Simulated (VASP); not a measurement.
# BaMnAsF (P4/nmm) in VASP: notebook

The runs below take BaMnAsF through relaxation of shape and atoms at fixed volume, single point, with PBE+U.

Program: VASP 6.6.1. These are calculated values, not measurements. Logs are shortened: lines on timing, memory, paths and dates and some standing lists are left out, and cuts for length are marked.

## (1) The cell of the first run

Symmetry: P4/nmm, No. 129, tetragonal system. Conventional cell: a = 4.415 Å, b = 4.415 Å, c = 9.836 Å, α = 90.00°, β = 90.00°, γ = 90.00°. Ba (site symmetry 4mm) has 4 F at 2.69 Å and 4 As at 3.61 Å within 3.7 Å. Mn (site symmetry -4m2) has 4 As at 2.70 Å and 4 Mn at 3.12 Å within 3.6 Å. As (site symmetry 4mm) has 4 Mn at 2.70 Å and 4 Ba at 3.61 Å within 3.7 Å. F (site symmetry -4m2) has 4 Ba at 2.69 Å and 4 F at 3.12 Å within 3.6 Å.

## (2) Relaxation of shape and atoms at fixed volume, PBE+U, collinear spin, antiferromagnetic start (23.96 Å³/atom)

The input, INCAR:

```
SYSTEM = BaMnAsF
PREC = Accurate
ENCUT = 600
EDIFF = 1E-7
ISMEAR = 0
SIGMA = 0.05
LREAL = .FALSE.
LASPH = .TRUE.
NELM = 200
ALGO = Normal
ISIF = 4
LWAVE = .FALSE.
LCHARG = .FALSE.
ISPIN = 2
MAGMOM = 0 0 4.84 -4.84 0 0 0 0
LORBIT = 11
LMAXMIX = 4
LDAU = .TRUE.
LDAUTYPE = 2
LDAUL = -1 2 -1 -1
LDAUU = 0 3.9 0 0
LDAUJ = 0 0 0 0
LDAUPRINT = 1
GGA = PE
IBRION = 2
NSW = 60
EDIFFG = -0.01
GGA_COMPAT = .FALSE.
NELMIN = 4
KPAR = 4
```

The input, KPOINTS:

```
regular mesh
0
G
  6 6 2
  0 0 0
```

The input, POSCAR:

```
BaMnAsF
1.0
    4.4148383458      0.0000000000      0.0000000000
    0.0000000000      4.4148383458      0.0000000000
    0.0000000000      0.0000000000      9.8355405589
Ba Mn As F
2 2 2 2
Direct
    0.5000000000      0.0000000000      0.3432234845
    0.0000000000      0.5000000000      0.6567765155
    0.5000000000      0.5000000000      0.0000000000
    0.0000000000      0.0000000000      0.0000000000
    0.5000000000      0.0000000000      0.8420927259
    0.0000000000      0.5000000000      0.1579072741
    0.5000000000      0.5000000000      0.5000000000
    0.0000000000      0.0000000000      0.5000000000
```

Potentials or basis: VASP PAW PBE potentials, release 64 (Ba_sv, Mn_pv, As, F).

Started as:

```
$ cat potpaw_PBE.64/Ba_sv/POTCAR potpaw_PBE.64/Mn_pv/POTCAR potpaw_PBE.64/As/POTCAR potpaw_PBE.64/F/POTCAR > POTCAR
$ mpirun -np 4 vasp_std > vasp.out
```

OUTCAR:

```text
SYSTEM = BaMnAsF
   PREC = Accurate
   ENCUT = 600
   EDIFF = 1E-7
   ISMEAR = 0
   LREAL = .FALSE.
   LASPH = .TRUE.
   NELM = 200
   ISIF = 4
   ISPIN = 2
   LORBIT = 11
   GGA = PE
   IBRION = 2
   NSW = 60
   EDIFFG = -0.01
   NELMIN = 4

 ion  position               nearest neighbor table
   1  0.500  0.000  0.343-   7 2.69   8 2.69   7 2.69   8 2.69   6 3.61   6 3.61   6 3.61   6 3.61
                             2 4.39   2 4.39   2 4.39   2 4.39
   2  0.000  0.500  0.657-   7 2.69   8 2.69   8 2.69   7 2.69   5 3.61   5 3.61   5 3.61   5 3.61
                             1 4.39   1 4.39   1 4.39   1 4.39
   3  0.500  0.500  0.000-   5 2.70   6 2.70   5 2.70   6 2.70   4 3.12   4 3.12   4 3.12   4 3.12

   4  0.000  0.000  0.000-   5 2.70   6 2.70   6 2.70   5 2.70   3 3.12   3 3.12   3 3.12   3 3.12

   5  0.500  0.000  0.842-   3 2.70   4 2.70   3 2.70   4 2.70   2 3.61   2 3.61   2 3.61   2 3.61

   6  0.000  0.500  0.158-   3 2.70   4 2.70   4 2.70   3 2.70   1 3.61   1 3.61   1 3.61   1 3.61

   7  0.500  0.500  0.500-   1 2.69   2 2.69   1 2.69   2 2.69
   8  0.000  0.000  0.500-   1 2.69   2 2.69   2 2.69   1 2.69

  LATTYP: Found a simple tetragonal cell.
 ALAT       =     4.4148383458
 C/A-ratio  =     2.2278370777

  Lattice vectors:

 A1 = (   4.4148383458,   0.0000000000,   0.0000000000)
 A2 = (   0.0000000000,   4.4148383458,   0.0000000000)
 A3 = (   0.0000000000,   0.0000000000,   9.8355405589)

Analysis of symmetry for initial positions (statically):
=====================================================================
 Subroutine PRICEL returns:
 Original cell was already a primitive cell.

 Routine SETGRP: Setting up the symmetry group for a
 simple tetragonal supercell.

 Subroutine GETGRP returns: Found 16 space group operations
 (whereof  8 operations were pure point group operations)
 out of a pool of 16 trial point group operations.

The static configuration has the point symmetry D_2d.
 The point group associated with its full space group is D_4h.

Analysis of symmetry for dynamics (positions and initial velocities):
=====================================================================
 Subroutine PRICEL returns:
 Original cell was already a primitive cell.

 Routine SETGRP: Setting up the symmetry group for a
 simple tetragonal supercell.

 Subroutine GETGRP returns: Found 16 space group operations
 (whereof  8 operations were pure point group operations)
 out of a pool of 16 trial point group operations.

The dynamic configuration has the point symmetry D_2d.
 The point group associated with its full space group is D_4h.

Analysis of structural, dynamic, and magnetic symmetry:
=====================================================================
 Subroutine PRICEL returns:
 Original cell was already a primitive cell.

 Routine SETGRP: Setting up the symmetry group for a
 simple tetragonal supercell.

 Subroutine GETGRP returns: Found 16 space group operations
 (whereof  8 operations were pure point group operations)
 out of a pool of 16 trial point group operations.

The overall configuration has the point symmetry D_2d.
 The point group associated with its full space group is D_4h.

 Subroutine INISYM returns: Found 16 space group operations
 (whereof  8 operations are pure point group operations),
 and found     1 'primitive' translations

----------------------------------------------------------------------------------------

                                     Primitive cell

[... 158 lines left out ...]
  Direction    XX          YY          ZZ          XY          YZ          ZX
  --------------------------------------------------------------------------------------
  -------------------------------------------------------------------------------------
  Total       -1.6778030     -1.6778030     -1.5795720      0.0000000      0.0000000      0.0000000
  in kB      -14.0224437    -14.0224437    -13.2014658      0.0000000      0.0000000      0.0000000
  external PRESSURE =     -13.7487844 kB  Pullay stress =       0.0000000 kB
[... 161 lines left out ...]
--------------------------------------- Ionic step        5  -------------------------------------------

 number of electron      69.9999962 magnetization       0.0000000

atom =   3  type =  2  l = 2

 onsite density matrix

spin component  1

  0.9144  0.0000  0.0000  0.0000  0.0000
  0.0000  0.9230  0.0000  0.0000  0.0000
  0.0000  0.0000  0.9232 -0.0000 -0.0000
  0.0000  0.0000 -0.0000  0.9230 -0.0000
  0.0000  0.0000 -0.0000 -0.0000  0.9271

spin component  2

  0.0453 -0.0000  0.0000 -0.0000  0.0000
 -0.0000  0.0635 -0.0000  0.0000 -0.0000
  0.0000 -0.0000  0.0291  0.0000 -0.0000
 -0.0000  0.0000  0.0000  0.0635  0.0000
  0.0000 -0.0000 -0.0000  0.0000  0.0659

 occupancies and eigenvectors

  o =  0.0291  v =  0.0000  0.0000  0.0000  0.0000  0.0000  0.0000  0.0000 -1.0000  0.0000 -0.0000      0.0000  0.0000  0.0000  0.0000  0.0000  0.0000  0.0000  0.0000  0.0000  0.0000
  o =  0.0453  v =  0.0000  0.0000  0.0000  0.0000  0.0000  1.0000  0.0000  0.0000  0.0000  0.0000      0.0000  0.0000  0.0000  0.0000  0.0000  0.0000  0.0000  0.0000  0.0000  0.0000
  o =  0.0635  v =  0.0000  0.0000  0.0000  0.0000  0.0000  0.0000  0.0616  0.0000  0.9981  0.0000      0.0000  0.0000  0.0000  0.0000  0.0000  0.0000  0.0000  0.0000  0.0000  0.0000
  o =  0.0635  v =  0.0000  0.0000  0.0000  0.0000  0.0000  0.0000  0.9981  0.0000 -0.0616  0.0000      0.0000  0.0000  0.0000  0.0000  0.0000  0.0000  0.0000  0.0000  0.0000  0.0000
  o =  0.0659  v =  0.0000  0.0000  0.0000  0.0000  0.0000  0.0000  0.0000  0.0000  0.0000 -1.0000      0.0000  0.0000  0.0000  0.0000  0.0000  0.0000  0.0000  0.0000  0.0000  0.0000
  o =  0.9144  v =  1.0000  0.0000  0.0000  0.0000  0.0000  0.0000  0.0000  0.0000  0.0000  0.0000      0.0000  0.0000  0.0000  0.0000  0.0000  0.0000  0.0000  0.0000  0.0000  0.0000
  o =  0.9230  v =  0.0000  0.0376  0.0000 -0.9993 -0.0000  0.0000  0.0000  0.0000  0.0000  0.0000      0.0000  0.0000  0.0000  0.0000  0.0000  0.0000  0.0000  0.0000  0.0000  0.0000
  o =  0.9230  v =  0.0000 -0.9993  0.0000 -0.0376  0.0000  0.0000  0.0000  0.0000  0.0000  0.0000      0.0000  0.0000  0.0000  0.0000  0.0000  0.0000  0.0000  0.0000  0.0000  0.0000
  o =  0.9232  v =  0.0000 -0.0000 -1.0000 -0.0000 -0.0000  0.0000  0.0000  0.0000  0.0000  0.0000      0.0000  0.0000  0.0000  0.0000  0.0000  0.0000  0.0000  0.0000  0.0000  0.0000
  o =  0.9271  v =  0.0000 -0.0000  0.0000 -0.0000 -1.0000  0.0000  0.0000  0.0000  0.0000  0.0000      0.0000  0.0000  0.0000  0.0000  0.0000  0.0000  0.0000  0.0000  0.0000  0.0000

atom =   4  type =  2  l = 2

 onsite density matrix

spin component  1

  0.0453 -0.0000  0.0000 -0.0000 -0.0000
 -0.0000  0.0635 -0.0000  0.0000 -0.0000
  0.0000 -0.0000  0.0291  0.0000  0.0000
 -0.0000  0.0000  0.0000  0.0635  0.0000
 -0.0000 -0.0000  0.0000  0.0000  0.0659

spin component  2

  0.9144  0.0000  0.0000  0.0000 -0.0000
  0.0000  0.9230  0.0000  0.0000  0.0000
  0.0000  0.0000  0.9232 -0.0000  0.0000
  0.0000  0.0000 -0.0000  0.9230 -0.0000
 -0.0000  0.0000  0.0000 -0.0000  0.9271

 occupancies and eigenvectors

  o =  0.0291  v =  0.0000 -0.0000 -1.0000 -0.0000  0.0000  0.0000  0.0000  0.0000  0.0000  0.0000      0.0000  0.0000  0.0000  0.0000  0.0000  0.0000  0.0000  0.0000  0.0000  0.0000
  o =  0.0453  v =  1.0000  0.0000  0.0000  0.0000  0.0000  0.0000  0.0000  0.0000  0.0000  0.0000      0.0000  0.0000  0.0000  0.0000  0.0000  0.0000  0.0000  0.0000  0.0000  0.0000
  o =  0.0635  v =  0.0000 -0.9997  0.0000  0.0262  0.0000  0.0000  0.0000  0.0000  0.0000  0.0000      0.0000  0.0000  0.0000  0.0000  0.0000  0.0000  0.0000  0.0000  0.0000  0.0000
  o =  0.0635  v =  0.0000  0.0262 -0.0000  0.9997 -0.0000  0.0000  0.0000  0.0000  0.0000  0.0000      0.0000  0.0000  0.0000  0.0000  0.0000  0.0000  0.0000  0.0000  0.0000  0.0000
  o =  0.0659  v =  0.0000  0.0000  0.0000  0.0000  1.0000  0.0000  0.0000  0.0000  0.0000  0.0000      0.0000  0.0000  0.0000  0.0000  0.0000  0.0000  0.0000  0.0000  0.0000  0.0000
  o =  0.9144  v =  0.0000  0.0000  0.0000  0.0000  0.0000  1.0000  0.0000  0.0000  0.0000  0.0000      0.0000  0.0000  0.0000  0.0000  0.0000  0.0000  0.0000  0.0000  0.0000  0.0000
  o =  0.9230  v =  0.0000  0.0000  0.0000  0.0000  0.0000  0.0000 -0.0248 -0.0000  0.9997 -0.0000      0.0000  0.0000  0.0000  0.0000  0.0000  0.0000  0.0000  0.0000  0.0000  0.0000
  o =  0.9230  v =  0.0000  0.0000  0.0000  0.0000  0.0000  0.0000  0.9997 -0.0000  0.0248  0.0000      0.0000  0.0000  0.0000  0.0000  0.0000  0.0000  0.0000  0.0000  0.0000  0.0000
  o =  0.9232  v =  0.0000  0.0000  0.0000  0.0000  0.0000  0.0000  0.0000  1.0000  0.0000 -0.0000      0.0000  0.0000  0.0000  0.0000  0.0000  0.0000  0.0000  0.0000  0.0000  0.0000
  o =  0.9271  v =  0.0000  0.0000  0.0000  0.0000  0.0000  0.0000 -0.0000  0.0000  0.0000  1.0000      0.0000  0.0000  0.0000  0.0000  0.0000  0.0000  0.0000  0.0000  0.0000  0.0000

 number of electron      69.9999962 magnetization      -0.0000000

 Free energy of the ion-electron system (eV)
  ---------------------------------------------------
  ext. energy  EPLUGINS =         0.00000000
  ---------------------------------------------------
  free energy    TOTEN  =       -46.33357402 eV

  energy without entropy =      -46.33357402  energy(sigma->0) =      -46.33357402

 E-fermi :   3.3186     XC(G=0):  -9.2128

 val. band max:        3.0252498490   @ k =   0.0000   0.0000   0.0000
 cond. band min:       4.4051710283   @ k =   0.0000   0.0000   0.0000
 fundamental gap:      1.3799211793
 Fermi energy:         3.3186401718

 spin component 1

 k-point     1 :       0.0000    0.0000    0.0000
  band No.  band energies     occupation
      1     -47.3171      1.00000
      2     -47.2849      1.00000
      3     -47.2849      1.00000
      4     -42.6090      1.00000
      5     -42.5979      1.00000
      6     -42.5979      1.00000
[... 889 lines left out ...]
     41       6.9891      0.00000
     42       6.9891      0.00000
 Fermi energy:         3.3186401718

 spin component 2

 k-point     1 :       0.0000    0.0000    0.0000
  band No.  band energies     occupation
      1     -47.3171      1.00000
      2     -47.2849      1.00000
      3     -47.2849      1.00000
      4     -42.6090      1.00000
      5     -42.5979      1.00000
      6     -42.5979      1.00000
[... 924 lines left out ...]
  FREE ENERGIE OF THE ION-ELECTRON SYSTEM (eV)
  ---------------------------------------------------
  free  energy   TOTEN  =       -46.3335740223 eV

  energy  without entropy=      -46.3335740223  energy(sigma->0) =      -46.33357402

 reached required accuracy - stopping structural energy minimisation

 total charge

# of ion       s       p       d       tot
------------------------------------------
    1        2.000   5.623   0.226   7.850
    2        2.000   5.623   0.226   7.850
    3        0.270   6.203   4.861  11.334
    4        0.270   6.203   4.861  11.334
    5        1.204   1.581   0.014   2.800
    6        1.204   1.581   0.014   2.800
    7        1.730   4.356   0.000   6.086
    8        1.730   4.356   0.000   6.086
--------------------------------------------------
tot         10.411  35.526  10.202  56.139

 magnetization (x)

# of ion       s       p       d       tot
------------------------------------------
    1        0.000   0.000   0.000   0.000
    2        0.000   0.000   0.000   0.000
    3        0.052   0.054   4.334   4.440
    4       -0.052  -0.054  -4.334  -4.440
    5        0.000   0.000   0.000   0.000
    6        0.000   0.000   0.000   0.000
    7       -0.000  -0.001   0.000  -0.001
    8        0.000   0.001   0.000   0.001
--------------------------------------------------
tot         -0.000   0.000   0.000   0.000
```

It took 4.6 min on 4 MPI ranks of AMD EPYC 7R13 (Zen 3), shared host; peak memory 0.6 GiB.

Results:

| Quantity | Value |
| --- | --- |
| Free energy | -46.3336 eV |
| Energy gained by relaxing | 0.4 meV/atom |
| Ionic steps | 5 |
| Pressure after relaxing | -1.3 GPa |
| Largest force after relaxing | 0.006 eV/Å |
| Band gap on the k mesh | 1.38 eV |
| Net moment | 0.00 μB per cell |
| Site moments | Ba +0.00; Mn +4.44, -4.44; As +0.00; F -0.00, +0.00 μB |
| Valence electrons inside the program's atomic spheres | Ba 7.85; Mn 11.33; As 2.80; F 6.09 |

Forces on the atoms (eV/Å):
```
Ba   0.000  0.000 -0.006
Ba   0.000  0.000  0.006
Mn   0.000  0.000  0.000
Mn   0.000  0.000  0.000
As   0.000  0.000 -0.004
As   0.000  0.000  0.004
F    0.000  0.000  0.000
F    0.000  0.000  0.000
```

Step by step:
```tsv
step	energy change (eV)	largest force (eV/Å)	pressure (GPa)	volume (Å³)
1	0.0000	0.1274	-1.37	191.70
2	-0.0015	0.0914	-1.35	191.70
3	-0.0031	0.0232	-1.28	191.70
4	-0.0033	0.0175	-1.26	191.70
5	-0.0033	0.0064	-1.26	191.70
```

Final structure:
```cif
data_structure
_symmetry_space_group_name_H-M 'P 1'
_symmetry_Int_Tables_number 1
_cell_length_a 4.4105
_cell_length_b 4.4105
_cell_length_c 9.8549
_cell_angle_alpha 90.000
_cell_angle_beta 90.000
_cell_angle_gamma 90.000
_cell_volume 191.70
loop_
_atom_site_label
_atom_site_type_symbol
_atom_site_fract_x
_atom_site_fract_y
_atom_site_fract_z
_atom_site_occupancy
Ba1 Ba 0.50000 0.00000 0.34243 1
Ba2 Ba 0.00000 0.50000 0.65757 1
Mn1 Mn 0.50000 0.50000 0.00000 1
Mn2 Mn 0.00000 0.00000 0.00000 1
As1 As 0.50000 0.00000 0.84440 1
As2 As 0.00000 0.50000 0.15560 1
F1 F 0.50000 0.50000 0.50000 1
F2 F 0.00000 0.00000 0.50000 1
```

Eigenvalues of the final occupation matrices:
```
    site  spin  trace               eigenvalues
site 3 d     1   4.61  0.91 0.92 0.92 0.92 0.93
site 3 d     2   0.27  0.03 0.05 0.06 0.06 0.07
site 4 d     1   0.27  0.03 0.05 0.06 0.06 0.07
site 4 d     2   4.61  0.91 0.92 0.92 0.92 0.93
```

Caveat: spin-orbit coupling is left out, which moves the levels of the heavy elements. A k mesh can miss the band edges.

## (3) Single point, PBE+U, collinear spin, antiferromagnetic start (22.58 Å³/atom)

This run uses another cell than the first one, of 22.58 Å³/atom.

The input, INCAR:

```
ALGO = Normal
EDIFF = 1E-6
ENCUT = 600
GGA = PE
GGA_COMPAT = F
ISIF = 2
ISMEAR = 0
ISPIN = 2
LASPH = T
LCHARG = T
LDAU = T
LDAUJ = 0 0 0 0
LDAUL = -1 2 -1 -1
LDAUPRINT = 1
LDAUTYPE = 2
LDAUU = 0 3.9 0 0
LELF = T
LMAXMIX = 4
LORBIT = 11
LREAL = F
LVHAR = T
LWAVE = F
MAGMOM = 0 0 4.78 -4.78 0 0 0 0
NBANDS = 49
NELM = 200
PREC = Accurate
SIGMA = 0.05
```

The input, KPOINTS:

```
k-points
0
Gamma
  6 6 2
```

The input, POSCAR:

```
BaMnAsF
1.0
    4.3366634934      0.0000000000      0.0000000000
    0.0000000000      4.3366634934      0.0000000000
    0.0000000000      0.0000000000      9.6052601971
Ba Mn As F
2 2 2 2
Direct
    0.5000000000      0.0000000000      0.3415903935
    0.0000000000      0.5000000000      0.6584096065
    0.5000000000      0.5000000000      0.0000000000
    0.0000000000      0.0000000000      0.0000000000
    0.5000000000      0.0000000000      0.8399705767
    0.0000000000      0.5000000000      0.1600294233
    0.5000000000      0.5000000000      0.5000000000
    0.0000000000      0.0000000000      0.5000000000
```

Potentials or basis: VASP PAW PBE potentials, release 64 (Ba_sv, Mn_pv, As, F).

Started as:

```
$ cat potpaw_PBE.64/Ba_sv/POTCAR potpaw_PBE.64/Mn_pv/POTCAR potpaw_PBE.64/As/POTCAR potpaw_PBE.64/F/POTCAR > POTCAR
$ mpirun -np 1 vasp_std > vasp.out
```

Wall time 4.8 min (1 thread of AMD EPYC 9R45 (Zen 5), shared host); peak memory 0.58 GiB.

Results (log left out):

| Property | Result |
| --- | --- |
| Free energy | -46.3231 eV |
| Pressure | 1.5 GPa |
| Largest force | 0.117 eV/Å |
| Band gap on the k mesh | 1.34 eV |
| Net moment | 0.00 μB per cell |
| Site moments | Ba +0.00; Mn +4.41, -4.41; As +0.00; F -0.00, +0.00 μB |
| Valence electrons inside the program's atomic spheres | Ba 7.89; Mn 11.36; As 2.82; F 6.10 |

Forces on the atoms (eV/Å):
```
Ba   0.000  0.000 -0.117
Ba   0.000  0.000  0.117
Mn   0.000  0.000  0.000
Mn   0.000  0.000  0.000
As   0.000  0.000  0.047
As   0.000  0.000 -0.047
F    0.000  0.000  0.000
F    0.000  0.000  0.000
```

Levels at points of the mesh, in eV from the valence-band top:
Spin up:
```csv
k point,band 31,band 32,band 33,band 34,band 35,band 36,band 37,band 38,band 39,band 40
"(0.00, 0.00, 0.00)",-1.37,-1.37,-0.42,0.00,0.00,1.34,1.71,2.21,2.95,3.10
"(0.50, 0.00, 0.00)",-2.99,-1.15,-0.77,-0.50,-0.50,2.22,2.46,2.64,2.66,3.07
"(0.50, 0.50, 0.00)",-2.34,-1.86,-1.72,-1.72,-1.71,1.58,1.58,2.84,2.86,2.88
"(0.00, 0.00, 0.50)",-1.37,-1.37,-0.67,-0.01,-0.01,1.53,1.89,2.46,2.84,2.95
"(0.50, 0.00, 0.50)",-3.00,-1.13,-0.78,-0.49,-0.44,2.30,2.61,2.62,2.65,3.10
"(0.50, 0.50, 0.50)",-2.32,-1.88,-1.73,-1.69,-1.69,1.66,1.66,2.84,2.87,2.89
```
Spin down:
```tsv
k point	band 31	band 32	band 33	band 34	band 35	band 36	band 37	band 38	band 39	band 40
(0.00, 0.00, 0.00)	-1.37	-1.37	-0.42	0.00	0.00	1.34	1.71	2.21	2.95	3.10
(0.50, 0.00, 0.00)	-2.99	-1.15	-0.77	-0.50	-0.50	2.22	2.46	2.64	2.66	3.07
(0.50, 0.50, 0.00)	-2.34	-1.86	-1.72	-1.72	-1.71	1.58	1.58	2.84	2.86	2.88
(0.00, 0.00, 0.50)	-1.37	-1.37	-0.67	-0.01	-0.01	1.53	1.89	2.46	2.84	2.95
(0.50, 0.00, 0.50)	-3.00	-1.13	-0.78	-0.49	-0.44	2.30	2.61	2.62	2.65	3.10
(0.50, 0.50, 0.50)	-2.32	-1.88	-1.73	-1.69	-1.69	1.66	1.66	2.84	2.87	2.89
```

Eigenvalues of the final occupation matrices:
```csv
site,spin,trace,eigenvalues
site 3 d,1,4.60,0.91 0.92 0.92 0.92 0.93
site 3 d,2,0.29,0.03 0.05 0.07 0.07 0.07
site 4 d,1,0.29,0.03 0.05 0.07 0.07 0.07
site 4 d,2,4.60,0.91 0.92 0.92 0.92 0.93
```

Caveat: spin-orbit coupling is left out, which moves the levels of the heavy elements. The state reached can hang on the start; a lower one may exist.

(Part 1 of 2 ends here.)
